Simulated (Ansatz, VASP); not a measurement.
**Na: VASP beside Ansatz**

```
Na
1.0
    -2.18299    2.18299    2.18299
     2.18299   -2.18299    2.18299
     2.18299    2.18299   -2.18299
Na
1
Direct
  0.00000 0.00000 0.00000
```

Alike in both runs: task single point; functional PBE; k mesh 9 × 9 × 9; occupations fermi-dirac, width 0.05 eV; no spin polarisation.

|  | VASP | Ansatz |
| --- | --- | --- |
| version | VASP 6.6.1 | Ansatz 0.2.0 |
| potentials or method | VASP PAW PBE potentials, release 64 (Na_pv) | Ansatz PAW |
| plane-wave cutoff (eV) | 520 | 420 |
| valence electrons in the cell | 7 | 9 |

|  | VASP | Ansatz | Ansatz less VASP |
| --- | --- | --- | --- |
| gap on the k mesh at the Fermi level (eV) | none | none | - |
| pressure (GPa) | -0.8 | -0.8 | +0.02 |

A gap of «none» marks a metal or a gap that the smearing closes. VASP's potentials hold 7 valence electrons a cell and Ansatz's 9, so a difference there can come from the potentials and not from the codes.
